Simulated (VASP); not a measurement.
# TiO2 (P4_2/mnm) in VASP: further runs

TiO2 is run at these levels: r2SCAN; tasks: single point.

Program: VASP 6.6.1. These are calculated values, not measurements. Logs are shortened: lines on timing, memory, paths and dates and some standing lists are left out, and cuts for length are marked.

## Step 1: The cell of the first run

Symmetry: P4_2/mnm, No. 136, tetragonal system. The conventional cell has a = 4.689 Å, b = 4.689 Å, c = 2.919 Å, α = 90.00°, β = 90.00°, γ = 90.00°. Within 2.6 Å of Ti (site symmetry mmm) lie 6 O at 1.95 to 2.03 Å. O (site symmetry m2m) has 3 Ti at 1.95 to 2.03 Å and 1 O at 2.57 Å within 2.6 Å.

## Step 2: Single point, r2SCAN (in-plane strain +0.02, then relaxed in part)

POSCAR

```
TiO2
1.0
    4.6888839705      0.0000000000      0.0000000000
    0.0000000000      4.6888839705      0.0000000000
    0.0000000000      0.0000000000      2.9194094603
Ti O
2 4
Direct
    0.0000000000      0.0000000000      0.0000000000
    0.5000000000      0.5000000000      0.5000000000
    0.3059026060      0.3059026060      0.0000000000
    0.1940973940      0.8059026060      0.5000000000
    0.6940973940      0.6940973940      0.0000000000
    0.8059026060      0.1940973940      0.5000000000
```

INCAR.step1

```
SYSTEM = TiO2
ALGO = Normal
EDIFF = 1E-4
ENCUT = 520
GGA = PE
ISMEAR = 0
LASPH = .TRUE.
LCHARG = .FALSE.
LREAL = .FALSE.
LWAVE = .TRUE.
NBANDS = 33
NELM = 100
PREC = Accurate
SIGMA = 0.01
```

INCAR.step2

```
SYSTEM = TiO2
ALGO = Normal
EDIFF = 1E-6
ENCUT = 520
ISIF = 2
ISMEAR = 0
ISTART = 1
LASPH = .TRUE.
LCHARG = .FALSE.
LMIXTAU = .TRUE.
LREAL = .FALSE.
LWAVE = .FALSE.
METAGGA = R2SCAN
NBANDS = 33
NELM = 100
PREC = Accurate
SIGMA = 0.01
```

KPOINTS

```
k-points
0
G
  4 4 6
  0 0 0
```

Potentials or basis: VASP PAW PBE potentials, release 64 (Ti_sv, O).

The run is started by

```
> cat potpaw_PBE.64/Ti_sv/POTCAR potpaw_PBE.64/O/POTCAR > POTCAR
> cp INCAR.step1 INCAR
> mpirun -np 1 vasp_std > vasp.out
> cp INCAR.step2 INCAR
> mpirun -np 1 vasp_std > vasp.out
```

OUTCAR:

```text
SYSTEM = TiO2
   EDIFF = 1E-6
   ENCUT = 520
   ISIF = 2
   ISMEAR = 0
   ISTART = 1
   LASPH = .TRUE.
   LREAL = .FALSE.
   METAGGA = R2SCAN
   NELM = 100
   PREC = Accurate

 ion  position               nearest neighbor table
   1  0.000  0.000  0.000-   4 1.95   6 1.95   4 1.95   6 1.95   5 2.03   3 2.03
   2  0.500  0.500  0.500-   3 1.95   5 1.95   3 1.95   5 1.95   4 2.03   6 2.03
   3  0.306  0.306  0.000-   2 1.95   2 1.95   1 2.03
   4  0.194  0.806  0.500-   1 1.95   1 1.95   2 2.03
   5  0.694  0.694  0.000-   2 1.95   2 1.95   1 2.03
   6  0.806  0.194  0.500-   1 1.95   1 1.95   2 2.03

  LATTYP: Found a simple tetragonal cell.
 ALAT       =     4.6888839705
 C/A-ratio  =     0.6226235238

  Lattice vectors:

 A1 = (   4.6888839705,   0.0000000000,   0.0000000000)
 A2 = (   0.0000000000,   4.6888839705,   0.0000000000)
 A3 = (   0.0000000000,   0.0000000000,   2.9194094603)

Analysis of symmetry for initial positions (statically):
=====================================================================
 Subroutine PRICEL returns:
 Original cell was already a primitive cell.

 Routine SETGRP: Setting up the symmetry group for a
 simple tetragonal supercell.

 Subroutine GETGRP returns: Found 16 space group operations
 (whereof  8 operations were pure point group operations)
 out of a pool of 16 trial point group operations.

The static configuration has the point symmetry D_2h.
 The point group associated with its full space group is D_4h.

Analysis of symmetry for dynamics (positions and initial velocities):
=====================================================================
 Subroutine PRICEL returns:
 Original cell was already a primitive cell.

 Routine SETGRP: Setting up the symmetry group for a
 simple tetragonal supercell.

 Subroutine GETGRP returns: Found 16 space group operations
 (whereof  8 operations were pure point group operations)
 out of a pool of 16 trial point group operations.

The dynamic configuration has the point symmetry D_2h.
 The point group associated with its full space group is D_4h.

 Subroutine INISYM returns: Found 16 space group operations
 (whereof  8 operations are pure point group operations),
 and found     1 'primitive' translations

----------------------------------------------------------------------------------------

                                     Primitive cell

  volume of cell :      64.1851

  direct lattice vectors                    reciprocal lattice vectors
     4.688883971  0.000000000  0.000000000     0.213270366  0.000000000  0.000000000
     0.000000000  4.688883971  0.000000000     0.000000000  0.213270366  0.000000000
     0.000000000  0.000000000  2.919409460     0.000000000  0.000000000  0.342535028

  length of vectors
     4.688883971  4.688883971  2.919409460     0.213270366  0.213270366  0.342535028

  position of ions in fractional coordinates (direct lattice)
     0.000000000  0.000000000  0.000000000
     0.500000000  0.500000000  0.500000000
     0.305902606  0.305902606  0.000000000
     0.194097394  0.805902606  0.500000000
     0.694097394  0.694097394  0.000000000
     0.805902606  0.194097394  0.500000000

  ion indices of the primitive-cell ions
   primitive index   ion index
                 1           1
                 2           2
                 3           3
                 4           4
                 5           5
                 6           6

----------------------------------------------------------------------------------------

 KPOINTS: k-points

Automatic generation of k-mesh.
 Grid dimensions read from file:
 generate k-points for:    4    4    6

 Generating k-lattice:

  Cartesian coordinates                     Fractional coordinates (reciprocal lattice)
     0.053317591  0.000000000  0.000000000     0.250000000  0.000000000  0.000000000
     0.000000000  0.053317591  0.000000000     0.000000000  0.250000000  0.000000000
     0.000000000  0.000000000  0.057089171     0.000000000  0.000000000  0.166666667

  Length of vectors
[... 49 lines left out ...]

 E-fermi :   4.2563     XC(G=0): -11.9821

 val. band max:        4.1103278601   @ k =   0.0000   0.0000   0.0000
 cond. band min:       6.3776745001   @ k =   0.0000   0.0000   0.0000
 fundamental gap:      2.2673466400
 Fermi energy:         4.2562703346

 k-point     1 :       0.0000    0.0000    0.0000
  band No.  band energies     occupation
      1     -54.9688      2.00000
      2     -54.9545      2.00000
      3     -30.2109      2.00000
      4     -30.2109      2.00000
      5     -30.0505      2.00000
      6     -30.0505      2.00000
[... 25 lines left out ...]
     32      11.1086      0.00000
     33      11.1086      0.00000

 k-point     2 :       0.2500    0.0000    0.0000
  band No.  band energies     occupation
      1     -54.9667      2.00000
      2     -54.9565      2.00000
      3     -30.1941      2.00000
      4     -30.1931      2.00000
      5     -30.0700      2.00000
      6     -30.0689      2.00000
[... 25 lines left out ...]
     32      10.9464      0.00000
     33      10.9726      0.00000

 k-point     3 :       0.5000    0.0000    0.0000
  band No.  band energies     occupation
      1     -54.9616      2.00000
      2     -54.9616      2.00000
      3     -30.1681      2.00000
      4     -30.1681      2.00000
      5     -30.0966      2.00000
      6     -30.0966      2.00000
[... 25 lines left out ...]
     32      10.3222      0.00000
     33      10.7984      0.00000

 k-point     4 :       0.2500    0.2500    0.0000
  band No.  band energies     occupation
      1     -54.9652      2.00000
      2     -54.9580      2.00000
      3     -30.2157      2.00000
      4     -30.1683      2.00000
      5     -30.0963      2.00000
      6     -30.0475      2.00000
[... 673 lines left out ...]
     32      10.1170      0.00000
     33      10.6637      0.00000

 k-point    23 :       0.5000    0.2500    0.5000
  band No.  band energies     occupation
      1     -54.9150      2.00000
      2     -54.9150      2.00000
      3     -30.4874      2.00000
      4     -30.4874      2.00000
      5     -30.0553      2.00000
      6     -30.0553      2.00000
[... 25 lines left out ...]
     32       9.6170      0.00000
     33      11.2665      0.00000

 k-point    24 :       0.5000    0.5000    0.5000
  band No.  band energies     occupation
      1     -54.9150      2.00000
      2     -54.9150      2.00000
      3     -30.4831      2.00000
      4     -30.4831      2.00000
      5     -30.0599      2.00000
      6     -30.0599      2.00000
[... 25 lines left out ...]
     32      10.1755      0.00000
     33      10.6522      0.00000

------------------------ aborting loop because EDIFF is reached ----------------------------------------

  FORCE on cell =-STRESS in cart. coord.  units (eV):
  Direction    XX          YY          ZZ          XY          YZ          ZX
  --------------------------------------------------------------------------------------
  -------------------------------------------------------------------------------------
  Total       -2.4579971     -2.4579971      0.6971372      0.0000000      0.0000000      0.0000000
  in kB      -61.3561311    -61.3561311     17.4018278      0.0000000      0.0000000      0.0000000
  external PRESSURE =     -35.1034781 kB  Pullay stress =       0.0000000 kB

 VOLUME and BASIS-vectors are now :
 -----------------------------------------------------------------------------
  energy-cutoff  :      520.00
  volume of cell :       64.19
      direct lattice vectors                 reciprocal lattice vectors
     4.688883971  0.000000000  0.000000000     0.213270366  0.000000000  0.000000000
     0.000000000  4.688883971  0.000000000     0.000000000  0.213270366  0.000000000
     0.000000000  0.000000000  2.919409460     0.000000000  0.000000000  0.342535028

 POSITION                                       TOTAL-FORCE (eV/Angst)
 -----------------------------------------------------------------------------------
      0.00000      0.00000      0.00000        -0.000000      0.000000     -0.000000
      2.34444      2.34444      1.45970        -0.000000      0.000000     -0.000000
      1.43434      1.43434      0.00000        -0.037212     -0.037212     -0.000000
      0.91010      3.77878      1.45970         0.037212     -0.037212     -0.000000
      3.25454      3.25454      0.00000         0.037212      0.037212      0.000000
      3.77878      0.91010      1.45970        -0.037212      0.037212     -0.000000
 -----------------------------------------------------------------------------------
    total drift:                                0.000000      0.000000     -0.000000

  FREE ENERGIE OF THE ION-ELECTRON SYSTEM (eV)
  ---------------------------------------------------
  free  energy   TOTEN  =       -69.7451731085 eV

  energy  without entropy=      -69.7451731085  energy(sigma->0) =      -69.74517311
```

Wall time 2.2 min (1 thread of Intel Xeon Platinum 8488C (Sapphire Rapids), shared host); peak memory 0.2 GiB.

Results:

- Free energy: -69.7452 eV
- Pressure: -3.5 GPa
- Largest force: 0.053 eV/Å
- Band gap on the k mesh: 2.27 eV, direct

Forces in eV/Å, atoms in the order of the input:
```
Ti   0.000  0.000  0.000
Ti   0.000  0.000  0.000
O   -0.037 -0.037  0.000
O    0.037 -0.037  0.000
O    0.037  0.037  0.000
O   -0.037  0.037  0.000
```

Caveat: the cell differs from its parent crystal (in-plane strain +0.02, then relaxed in part); the PAW data sets were made with another functional, which shifts forces and pressure a little. A k mesh can miss the band edges.

## Step 3: Single point, r2SCAN (in-plane strain +0.02)

POSCAR

```
TiO2
1.0
    4.6888839705      0.0000000000      0.0000000000
    0.0000000000      4.6888839705      0.0000000000
    0.0000000000      0.0000000000      2.9181006228
Ti O
2 4
Direct
    0.0000000000      0.0000000000      0.0000000000
    0.5000000000      0.5000000000      0.5000000000
    0.3046314432      0.3046314432      0.0000000000
    0.1953685568      0.8046314432      0.5000000000
    0.6953685568      0.6953685568      0.0000000000
    0.8046314432      0.1953685568      0.5000000000
```

INCAR.step1

```
  PREC = Accurate
  ENCUT = 520
  ISMEAR = 0
  SIGMA = 0.01
  LREAL = F
  LASPH = T
  NELM = 80
  NBANDS = 33
  GGA = PE
  ALGO = Normal
  EDIFF = 1E-4
  LWAVE = T
  LCHARG = F
```

INCAR.step2

```
  PREC = Accurate
  ENCUT = 520
  EDIFF = 1E-7
  ISMEAR = 0
  SIGMA = 0.01
  LREAL = F
  LASPH = T
  NELM = 80
  ALGO = Normal
  ISIF = 2
  LWAVE = F
  LCHARG = F
  METAGGA = R2SCAN
  LMIXTAU = T
  NBANDS = 33
  ISTART = 1
```

KPOINTS

```
Automatic mesh
0
Gamma
  4 4 6
```

Potentials or basis: VASP PAW PBE potentials, release 64 (Ti_sv, O).

The run is started by

```
> cat potpaw_PBE.64/Ti_sv/POTCAR potpaw_PBE.64/O/POTCAR > POTCAR
> cp INCAR.step1 INCAR
> mpirun -np 1 vasp_std > vasp.out
> cp INCAR.step2 INCAR
> mpirun -np 1 vasp_std > vasp.out
```

Run time: 2.3 min. Hardware: 1 thread of Intel Xeon Platinum 8488C (Sapphire Rapids), shared host; peak memory 0.19 GiB.

The run converged. Its results:

```yaml
Free_energy: -69.7438 eV
Pressure: -4.0 GPa
Largest_force: 0.113 eV/Å
Band_gap_on_the_k_mesh: 2.21 eV, direct
```

Forces in eV/Å, atoms in the order of the input:
```
Ti   0.000  0.000  0.000
Ti   0.000  0.000  0.000
O    0.080  0.080  0.000
O   -0.080  0.080  0.000
O   -0.080 -0.080  0.000
O    0.080 -0.080  0.000
```

Stress tensor (GPa, compression positive):
```
-6.64  0.00  0.00
 0.00 -6.64  0.00
 0.00  0.00  1.43
```

Levels at points of the mesh, in eV from the valence-band top:
| k point | band 22 | band 23 | band 24 | band 25 | band 26 | band 27 |
| --- | --- | --- | --- | --- | --- | --- |
| (0.00, 0.00, 0.00) | -0.45 | -0.45 | 0.00 | 2.21 | 2.47 | 2.90 |
| (0.50, 0.00, 0.00) | -1.44 | -0.70 | -0.70 | 2.86 | 2.86 | 3.41 |
| (0.50, 0.50, 0.00) | -1.17 | -1.09 | -1.09 | 2.22 | 2.22 | 2.97 |
| (0.00, 0.00, 0.50) | -2.13 | -1.44 | -1.44 | 3.27 | 3.27 | 3.79 |
| (0.50, 0.00, 0.50) | -1.99 | -0.99 | -0.99 | 2.31 | 2.31 | 3.79 |
| (0.50, 0.50, 0.50) | -1.18 | -0.70 | -0.70 | 2.95 | 2.95 | 3.54 |

Caveat: the cell differs from its parent crystal (in-plane strain +0.02); the PAW data sets were made with another functional, which shifts forces and pressure a little. A k mesh can miss the band edges.

## Step 4: Single point, r2SCAN (film at in-plane strain +0.02)

POSCAR

```
TiO2
1.0
    4.6888839705      0.0000000000      0.0000000000
    0.0000000000      4.6888839705      0.0000000000
    0.0000000000      0.0000000000      2.9194094603
Ti O
2 4
Direct
    0.0000000000      0.0000000000      0.0000000000
    0.5000000000      0.5000000000      0.5000000000
    0.3059026060      0.3059026060      0.0000000000
    0.1940973940      0.8059026060      0.5000000000
    0.6940973940      0.6940973940      0.0000000000
    0.8059026060      0.1940973940      0.5000000000
```

INCAR.step1

```
PREC = Accurate
ENCUT = 520
ISMEAR = 0
SIGMA = 0.01
LREAL = F
LASPH = T
NELM = 80
NBANDS = 33
GGA = PE
ALGO = Normal
EDIFF = 1E-4
LWAVE = T
LCHARG = F
```

INCAR.step2

```
PREC = Accurate
ENCUT = 520
EDIFF = 1E-6
ISMEAR = 0
SIGMA = 0.01
LREAL = F
LASPH = T
NELM = 80
ALGO = Normal
ISIF = 2
LWAVE = F
LCHARG = F
METAGGA = R2SCAN
LMIXTAU = T
NBANDS = 33
ISTART = 1
```

KPOINTS is that of step 3.

The run is started by

```
> cat potpaw_PBE.64/Ti_sv/POTCAR potpaw_PBE.64/O/POTCAR > POTCAR
> cp INCAR.step1 INCAR
> mpirun -np 1 vasp_std > vasp.out
> cp INCAR.step2 INCAR
> mpirun -np 1 vasp_std > vasp.out
```

It took 2.1 min on 1 thread of Intel Xeon Platinum 8488C (Sapphire Rapids), shared host; peak memory 0.2 GiB.

Results (log left out):

| Quantity | Value |
| --- | --- |
| Free energy | -69.7452 eV |
| Pressure | -3.5 GPa |
| Largest force | 0.053 eV/Å |
| Band gap on the k mesh | 2.27 eV, direct |

Forces in eV/Å, atoms in the order of the input:
```
Ti   0.000  0.000  0.000
Ti   0.000  0.000  0.000
O   -0.037 -0.037  0.000
O    0.037 -0.037  0.000
O    0.037  0.037  0.000
O   -0.037  0.037  0.000
```

Stress tensor (GPa, compression positive):
```
-6.14  0.00  0.00
 0.00 -6.14  0.00
 0.00  0.00  1.74
```

Levels at points of the mesh, in eV from the valence-band top:
```tsv
k point	band 21	band 22	band 23	band 24	band 25	band 26	band 27	band 28
(0.00, 0.00, 0.00)	-0.59	-0.42	-0.42	0.00	2.27	2.56	2.96	2.99
(0.50, 0.00, 0.00)	-1.40	-1.40	-0.69	-0.69	2.93	2.93	3.43	3.43
(0.50, 0.50, 0.00)	-1.14	-1.14	-1.04	-1.04	2.29	2.29	3.01	3.01
(0.00, 0.00, 0.50)	-2.09	-2.09	-1.42	-1.42	3.28	3.28	3.81	3.81
(0.50, 0.00, 0.50)	-1.98	-1.98	-0.97	-0.97	2.35	2.35	3.82	3.82
(0.50, 0.50, 0.50)	-1.14	-1.14	-0.69	-0.69	2.97	2.97	3.61	3.61
```

Caveat: the cell differs from its parent crystal (film at in-plane strain +0.02); the PAW data sets were made with another functional, which shifts forces and pressure a little.

## Step 5: Single point, r2SCAN

This run uses another cell than the first one, of 10.40 Å³/atom, 0.972 times its volume.

POSCAR

```
TiO2
1.0
    4.5969450691      0.0000000000      0.0000000000
    0.0000000000      4.5969450691      0.0000000000
    0.0000000000      0.0000000000      2.9535431405
Ti O
2 4
Direct
    0.0000000000      0.0000000000      0.0000000000
    0.5000000000      0.5000000000      0.5000000000
    0.3046314432      0.3046314432      0.0000000000
    0.1953685568      0.8046314432      0.5000000000
    0.6953685568      0.6953685568      0.0000000000
    0.8046314432      0.1953685568      0.5000000000
```

INCAR.step1

```
SYSTEM = TiO2
  PREC = Accurate
  ENCUT = 520
  ISMEAR = -1
  SIGMA = 0.1
  LREAL = .FALSE.
  LASPH = .TRUE.
  NELM = 100
  NBANDS = 33
  GGA = PE
  ALGO = Normal
  EDIFF = 1E-4
  LWAVE = .TRUE.
  LCHARG = .FALSE.
```

INCAR.step2

```
SYSTEM = TiO2
  PREC = Accurate
  ENCUT = 520
  EDIFF = 1E-7
  ISMEAR = -1
  SIGMA = 0.1
  LREAL = .FALSE.
  LASPH = .TRUE.
  NELM = 100
  ALGO = Normal
  ISIF = 2
  LWAVE = .FALSE.
  LCHARG = .FALSE.
  METAGGA = R2SCAN
  LMIXTAU = .TRUE.
  NBANDS = 33
  ISTART = 1
```

KPOINTS

```
regular mesh
0
G
  6 6 10
  0 0 0
```

The run is started by

```
> cat potpaw_PBE.64/Ti_sv/POTCAR potpaw_PBE.64/O/POTCAR > POTCAR
> cp INCAR.step1 INCAR
> mpirun -np 1 vasp_std > vasp.out
> cp INCAR.step2 INCAR
> mpirun -np 1 vasp_std > vasp.out
```

Wall time 5.3 min (1 thread of Intel Xeon Platinum 8488C (Sapphire Rapids), shared host); peak memory 0.24 GiB.

Results (log left out):

- Free energy: -69.7942 eV
- Pressure: 1.3 GPa
- Largest force: 0.036 eV/Å
- Band gap on the k mesh: 2.23 eV, direct

Forces on the atoms (eV/Å):
```
Ti   0.000  0.000  0.000
Ti   0.000  0.000  0.000
O   -0.026 -0.026  0.000
O    0.026 -0.026  0.000
O    0.026  0.026  0.000
O   -0.026  0.026  0.000
```

Stress tensor (GPa, compression positive):
```
1.02 0.00 0.00
0.00 1.02 0.00
0.00 0.00 1.74
```

Levels at points of the mesh, in eV from the valence-band top:
| k point | band 21 | band 22 | band 23 | band 24 | band 25 | band 26 | band 27 | band 28 |
| --- | --- | --- | --- | --- | --- | --- | --- | --- |
| (0.00, 0.00, 0.00) | -0.76 | -0.49 | -0.49 | 0.00 | 2.23 | 2.55 | 2.79 | 2.88 |
| (0.50, 0.00, 0.00) | -1.70 | -1.70 | -0.77 | -0.77 | 2.92 | 2.92 | 3.41 | 3.41 |
| (0.50, 0.50, 0.00) | -1.38 | -1.38 | -1.13 | -1.13 | 2.27 | 2.27 | 2.90 | 2.90 |
| (0.00, 0.00, 0.50) | -2.40 | -2.40 | -1.48 | -1.48 | 3.33 | 3.33 | 3.59 | 3.59 |
| (0.50, 0.00, 0.50) | -2.08 | -2.08 | -1.09 | -1.09 | 2.29 | 2.29 | 3.62 | 3.62 |
| (0.50, 0.50, 0.50) | -1.32 | -1.32 | -0.72 | -0.72 | 2.97 | 2.97 | 3.60 | 3.60 |

Caveat: the PAW data sets were made with another functional, which shifts forces and pressure a little. r2SCAN opens gaps a little over a GGA but as a rule still falls short of measured ones.

## Step 6: The runs side by side

```tsv
cell	k mesh	smearing	gap on the mesh (eV)	pressure (GPa)	largest force (eV/Å)
a = 4.689, b = 4.689, c = 2.919 Å, 6 atoms	4 × 4 × 6	gaussian 0.01 eV	2.27	-3.5	0.05
a = 4.689, b = 4.689, c = 2.918 Å, 6 atoms	4 × 4 × 6	gaussian 0.01 eV	2.21	-4.0	0.11
a = 4.597, b = 4.597, c = 2.954 Å, 6 atoms	6 × 6 × 10	fermi-dirac 0.1 eV	2.23	1.3	0.04
```

Some of these runs hold the atoms at other places in the same cell, which the table doesn't show; runs alike in all that it shows share one row.

Alike in all rows: task single point; level r2SCAN; potentials or basis VASP PAW PBE potentials, release 64 (Ti_sv, O); no spin polarisation; cutoff (eV) 520.

Caveats: the PAW data sets were made with another functional, which shifts forces and pressure a little.

Absolute energies hang on the potentials; compare differences alone.
